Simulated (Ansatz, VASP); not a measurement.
**AlN: VASP beside Ansatz**

INCAR

```
PREC = Accurate
ENCUT = 520
EDIFF = 1E-6
ISMEAR = 0
SIGMA = 0.1
LREAL = F
LASPH = T
NELM = 100
ALGO = Normal
ISIF = 2
LWAVE = F
LCHARG = T
GGA = PE
LELF = T
LVHAR = T
NBANDS = 26
```

The input KPOINTS:

```
regular mesh
0
Gamma
  4 4 4
```

Contents of POSCAR:

```
AlN
1.0
    0.0000000000      0.0000000000      3.1218369000
    5.3291138000      0.0000000000      0.0000000000
    0.0000000000      5.3291138000      0.0000000000
Al N
4 4
Direct
    0.0000000000      0.6769860000      0.6769860000
    0.5000000000      0.1769860000      0.8230140000
    0.5000000000      0.8230140000      0.1769860000
    0.0000000000      0.3230140000      0.3230140000
    0.5000000000      0.8154210000      0.8154210000
    0.5000000000      0.1845790000      0.1845790000
    0.0000000000      0.6845790000      0.3154210000
    0.0000000000      0.3154210000      0.6845790000
```

Input for Ansatz:

```yaml
crystal:
  lattice:
    - [0.0, 0.0, 3.1218369]
    - [5.3291138, 0.0, 0.0]
    - [0.0, 5.3291138, 0.0]
  atoms:
    - { symbol: Al, position: [0.0, 0.676986, 0.676986] }
    - { symbol: Al, position: [0.5, 0.176986, 0.823014] }
    - { symbol: Al, position: [0.5, 0.823014, 0.176986] }
    - { symbol: Al, position: [0.0, 0.323014, 0.323014] }
    - { symbol: "N", position: [0.5, 0.815421, 0.815421] }
    - { symbol: "N", position: [0.5, 0.184579, 0.184579] }
    - { symbol: "N", position: [0.0, 0.684579, 0.315421] }
    - { symbol: "N", position: [0.0, 0.315421, 0.684579] }
basis:
  ecutwfc: 420
kpoints:
  mp_grid: { grid: [4, 4, 4] }
hamiltonian:
  xc: pbe
scf:
  occupations: { method: gaussian, width: 0.1 }
  lower_state_search: "off"
output:
  forces: true
  stress: true
  eigenvalues: true
```

Alike in both runs: task single point; functional PBE; k mesh 4 × 4 × 4; occupations gaussian, width 0.1 eV; no spin polarisation.

|  | VASP | Ansatz |
| --- | --- | --- |
| version | VASP 6.6.1 | Ansatz 0.2.0 |
| potentials or method | VASP PAW PBE potentials, release 64 (Al, N), cutoff 520 eV | scalar-relativistic, plane waves, PAW |
| valence electrons in the cell | 32 | 32 |

```tsv
	VASP	Ansatz	Ansatz less VASP
gap on the k mesh at the Fermi level (eV)	3.75	3.74	-0.008
least direct gap on the mesh (eV)	3.75	3.74	-0.008
pressure (GPa)	-0.2	0.0	+0.28
traceless stress, the component that is largest in VASP (GPa)	0.12	0.16	+0.042
rms of the force components (eV/Å)	0.007	0.006	-0.0004
```

Atom by atom the forces differ by 0.001 eV/Å (rms over components).

The k mesh is coarse, so the values compare programs but aren't converged.
